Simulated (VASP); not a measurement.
Set up this calculation in VASP 6.6.1, as the native input.

```yaml
Task: relaxation of cell and atoms
Functional: LDA
Potentials_or_basis: VASP PAW LDA potentials, release 64 (Ta_pv)
Cutoff: 600 eV
k_mesh: 13 × 13 × 13
Occupations: fermi-dirac, width 0.1 eV
Spin: no spin polarisation
Dipole_correction: no
Further_INCAR_settings: ALGO = Normal; EDIFF = 1e-06; IBRION = 2; EDIFFG = -0.01; NSW = 80; ISIF = 3
```

The structure of Ta lies in POSCAR:

```
Ta
1.0
   -1.6529000000      1.6529000000      1.6529000000
    1.6529000000     -1.6529000000      1.6529000000
    1.6529000000      1.6529000000     -1.6529000000
Ta
1
Direct
    0.0000000000      0.0000000000      0.0000000000
```

These files were run (other wordings do the same):

INCAR

```
PREC = Accurate
ENCUT = 600
EDIFF = 1E-6
ISMEAR = -1
SIGMA = 0.1
LREAL = False
LASPH = True
NELM = 60
ALGO = Normal
ISIF = 3
LWAVE = False
LCHARG = False
GGA = CA
IBRION = 2
NSW = 80
EDIFFG = -0.01
```

KPOINTS

```
regular mesh
0
Gamma
  13 13 13
```

Potentials or basis: VASP PAW LDA potentials, release 64 (Ta_pv).

Launch:

```bash
$ cat potpaw_LDA.64/Ta_pv/POTCAR > POTCAR
$ mpirun -np 1 vasp_std > vasp.out
```

Results of the run:

```yaml
Relaxed_volume: 17.32 Å³/atom
Relaxed_cell: a = 2.823 Å, b = 2.823 Å, c = 2.823 Å, α = 109.47°, β = 109.47°, γ = 109.47°
Space_group_after_relaxing_to_0.05_Å: Im-3m (No. 229)
Energy_gained_by_relaxing: 20.3 meV/atom
Ionic_steps: 4
Pressure_after_relaxing: 0.0 GPa
```

Run time: 18 s on 1 thread of Intel Xeon 6975P-C (shared host), peak memory 0.15 GiB.
